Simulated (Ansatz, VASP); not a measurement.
**One calculation of BeSe3, two programs**

```xyz
8
Lattice="3.6446 -0.0002 -0.0015 0.0003 3.6447 -0.0001 0.1970 0.2933 17.7198" Properties=species:S:1:pos:R:3 pbc="T T T"
Be    1.8361    1.8118    0.0072
Be    0.0140    3.6343    0.0079
Se    3.6588    1.8118    1.3550
Se    2.0326    0.2828   16.3784
Se    1.8227    3.7789   11.6391
Se    0.2118    2.1679   10.8719
Se    0.1695    1.7907    6.0639
Se    1.7806    0.1799    6.8310
```

Change from the starting cell: the structure that the rattled cell fell into.

Alike in both runs: functional PBE; k mesh 8 × 8 × 2; occupations gaussian, width 0.02 eV; no spin polarisation.

Ansatz relaxed the structure, and its values are those at the end. VASP's run is a single point on that final structure, the one shown.

```csv
,VASP,Ansatz
version,VASP 6.6.1,Ansatz 0.2.0
potentials or method,"VASP PAW PBE potentials, release 64 (Be, Se), cutoff 520 eV","scalar-relativistic, plane waves, PAW"
valence electrons in the cell,40,100
```

|  | VASP | Ansatz | Ansatz less VASP |
| --- | --- | --- | --- |
| gap on the k mesh at the Fermi level (eV) | 0.61 | 0.61 | +0.003 |
| least direct gap on the mesh (eV) | 0.86 | 0.86 | -0.001 |
| pressure (GPa) | 0.1 | 0.0 | -0.08 |
| rms of the force components (eV/Å) | 0.013 | 0.001 | -0.0120 |

VASP's potentials hold 40 valence electrons a cell and Ansatz's 100, so a difference there can come from the potentials and not from the codes.
